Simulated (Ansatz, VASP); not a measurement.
# InP: VASP beside Ansatz

```
In P
1.0
     0.00000    2.95310    2.95310
     2.95310    0.00000    2.95310
     2.95310    2.95310    0.00000
In P
1 1
Direct
  0.00000 0.00000 0.00000
  0.25000 0.25000 0.25000
```

Alike in both runs: task single point; functional HSE06; k mesh 6 × 6 × 6; occupations gaussian, width 0.02 eV; no spin polarisation.

|  | VASP | Ansatz |
| --- | --- | --- |
| version | VASP 6.6.1 | Ansatz 0.2.0 |
| potentials or method | VASP PAW PBE potentials, release 64 (In_d, P), cutoff 400 eV | scalar-relativistic, plane waves, PAW |
| valence electrons in the cell | 18 | 18 |

|  | VASP | Ansatz | Ansatz less VASP |
| --- | --- | --- | --- |
| gap on the k mesh at the Fermi level (eV) | 1.36 | 1.36 | +0.004 |
| least direct gap on the mesh (eV) | 1.36 | 1.36 | +0.004 |
| pressure (GPa) | -0.3 | -0.2 | +0.16 |

Ansatz's warnings: stress exchange threshold loose, stress scf threshold loose.
